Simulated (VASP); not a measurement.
WC (Qusongite), 2 atoms in the cell. It takes space group P-6m2 (No. 187, hexagonal). Conventional cell: a = 2.907 Å, b = 2.907 Å, c = 2.837 Å, α = 90.00°, β = 90.00°, γ = 120.00°. W (site symmetry -6m2) has 6 C at 2.20 Å and 2 W at 2.84 Å within 2.9 Å. C (site symmetry -6m2) has 6 W at 2.20 Å and 2 C at 2.84 Å within 2.9 Å. 

```yaml
Program: VASP 6.6.1
Task: single point
Functional: PBE
Potentials_or_basis: VASP PAW PBE potentials, release 64 (W_sv, C)
Cutoff: 520 eV
k_mesh: 10 × 10 × 9
Occupations: gaussian, width 0.05 eV
Spin: no spin polarisation
Dipole_correction: no
Further_INCAR_settings: ALGO = Normal; EDIFF = 1e-06; NBANDS = 16
```

Potentials or basis: VASP PAW PBE potentials, release 64 (W_sv, C).

Run with:

```bash
$ cat potpaw_PBE.64/W_sv/POTCAR potpaw_PBE.64/C/POTCAR > POTCAR
$ mpirun -np 1 vasp_std > vasp.out
```

Hardware: 1 thread of Intel Xeon 8259CL, with other jobs on the host.

**Question.** Estimate the wall time of this run.

**Answer.** Wall time 29 s on 1 thread of Intel Xeon 8259CL, with other jobs on the host, peak memory 0.16 GiB. Counts: scf iterations 13, k points 70.
